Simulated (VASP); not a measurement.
Write the native input for VASP 6.6.1 that does the following.

* Task: relaxation of cell and atoms
* Functional: PBE
* Potentials or basis: VASP PAW PBE potentials, release 64 (Mg, Te)
* Cutoff: 600 eV
* k mesh: 4 × 4 × 4
* Occupations: gaussian, width 0.2 eV
* Spin: no spin polarisation
* Dipole correction: no
* Further INCAR settings: ALGO = Normal; EDIFF = 1e-06; IBRION = 2; EDIFFG = -0.08; NSW = 36; ISIF = 3

The structure of Mg7Te lies in POSCAR:

```
Mg7Te
1.0
    0.0000000000      4.1850000000      4.1850000000
    4.1850000000      0.0000000000      4.1850000000
    4.1850000000      4.1850000000      0.0000000000
Mg Te
7 1
Direct
    0.5000000000      0.0000000000      0.0000000000
    0.0000000000      0.0000000000      0.5000000000
    0.0000000000      0.5000000000      0.0000000000
    0.0000000000      0.5000000000      0.5000000000
    0.5000000000      0.5000000000      0.0000000000
    0.5000000000      0.0000000000      0.5000000000
    0.5000000000      0.5000000000      0.5000000000
    0.0000000000      0.0000000000      0.0000000000
```

The input as run:

INCAR

```
PREC = Accurate
ENCUT = 600
EDIFF = 1E-6
ISMEAR = 0
SIGMA = 0.2
LREAL = F
LASPH = T
NELM = 80
ALGO = Normal
ISIF = 3
LWAVE = F
LCHARG = F
GGA = PE
IBRION = 2
NSW = 36
EDIFFG = -0.08
```

KPOINTS

```
regular mesh
0
Gamma
  4 4 4
```

Potentials or basis: VASP PAW PBE potentials, release 64 (Mg, Te).

Run with:

```sh
$ cat potpaw_PBE.64/Mg/POTCAR potpaw_PBE.64/Te/POTCAR > POTCAR
$ mpirun -np 1 vasp_std > vasp.out
```

It gave:

- Relaxed volume: 23.50 Å³/atom
- Relaxed cell: a = 6.430 Å, b = 6.430 Å, c = 6.430 Å, α = 60.00°, β = 60.00°, γ = 60.00°
- Space group after relaxing (to 0.1 Å): Fm-3m (No. 225)
- Energy gained by relaxing: 206.9 meV/atom
- Ionic steps: 2
- Pressure after relaxing: 0.1 GPa
- Band gap on the k mesh: zero (bands 10 and 11 overlap by 1.22 eV)

Caveat: the volume moved by over 15 % at a fixed basis, so the end points are rough; spin-orbit coupling is left out, which moves the levels of the heavy elements.

Wall time 2.2 min on 1 thread of Intel Xeon 8259CL (shared host), peak memory 0.33 GiB.
